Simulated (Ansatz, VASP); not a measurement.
**Two plane-wave programs on Ga2O3**

```
CELL_PARAMETERS angstrom
5.98233 -1.48755 0.00000
5.98233 1.48755 0.00000
-1.35770 0.00000 5.51508
ATOMIC_POSITIONS crystal
Ga 0.09296 0.09296 0.79733
Ga 0.90704 0.90704 0.20267
Ga 0.66021 0.66021 0.31209
Ga 0.33979 0.33979 0.68791
O 0.17608 0.17608 0.10886
O 0.82392 0.82392 0.89114
O 0.17021 0.17021 0.55527
O 0.82979 0.82979 0.44473
O 0.49714 0.49714 0.24889
O 0.50286 0.50286 0.75111
```

Change from the starting cell: volume scaled by 0.94, ions relaxed.

Alike in both runs: functional PBE; k mesh 10 × 10 × 6; occupations fermi-dirac, width 0.02 eV; no spin polarisation.

Ansatz relaxed the structure, and its values are those at the end. VASP's run is a single point on that final structure, the one shown.

|  | VASP | Ansatz |
| --- | --- | --- |
| version | VASP 6.6.1 | Ansatz 0.2.0 |
| potentials or method | VASP PAW PBE potentials, release 64 (Ga_d, O) | plane-wave PAW, scalar-relativistic |
| plane-wave cutoff (eV) | 520 | 420 |
| valence electrons in the cell | 88 | 88 |

Ansatz gave:

- gap on the k mesh at the Fermi level (eV): 2.86
- pressure (GPa): 21.6
- rms of the force components (eV/Å): 0.001

Q: Which values does VASP return?

A: gap on the k mesh at the Fermi level (eV): 2.84; pressure (GPa): 22.3; rms of the force components (eV/Å): 0.014.

The functional is the same, so the differences come from potentials, cutoffs and numerics. Ansatz's warnings: stress scf threshold loose.
